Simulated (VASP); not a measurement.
Crystal: SnSe2.

```
Sn Se
1.0
     3.81100    0.00000    0.00000
    -1.90550    3.30042    0.00000
     0.00000    0.00000    6.13600
Sn Se
1 2
Direct
  0.00000 0.00000 0.00000
  0.33333 0.66667 0.24900
  0.66667 0.33333 0.75100
```

* Program: VASP 6.6.1
* Task: relaxation of cell and atoms
* Functional: PBE
* Dispersion: D3(BJ)
* Potentials or basis: VASP PAW PBE potentials, release 64 (Sn_d, Se)
* Cutoff: 600 eV
* k mesh: 6 × 6 × 4
* Occupations: gaussian, width 0.1 eV
* Spin: no spin polarisation

At the start: pressure 3.4 GPa; volume 25.73 Å³/atom.

Task: Where does the relaxation end?

Result: Over 13 steps the energy falls by 22.3 meV/atom and the volume is 25.60 Å³/atom (-0.5 %); space group P-3m1 (No. 164, to 0.05 Å).

Step by step:
```tsv
step	energy change (eV)	largest force (eV/Å)	pressure (GPa)	volume (Å³)
1	0.0000	0.8080	3.36	77.18
2	-0.0188	0.2956	-2.87	83.35
3	-0.0514	0.1595	-0.40	80.51
4	-0.0514	0.1710	-0.32	80.44
5	-0.0549	0.1277	-0.21	79.94
6	-0.0569	0.0759	-0.04	79.35
7	-0.0570	0.0604	0.01	79.18
8	-0.0591	0.0419	-0.06	78.94
9	-0.0639	0.0117	-0.26	78.21
10	-0.0651	0.1142	-0.49	76.72
11	-0.0661	0.0662	-0.37	77.37
12	-0.0660	0.0605	0.50	76.16
13	-0.0669	0.0056	0.05	76.79
```

Final structure:
```
CELL_PARAMETERS angstrom
3.84240 0.00000 0.00000
-1.92120 3.32761 0.00000
0.00000 0.00000 6.00550
ATOMIC_POSITIONS crystal
Sn 0.00000 0.00000 0.00000
Se 0.33333 0.66667 0.26534
Se 0.66667 0.33333 0.73466
```

Caveat: the relaxation stopped at a loose force limit of 0.05 eV/Å, so its end isn't a converged minimum.
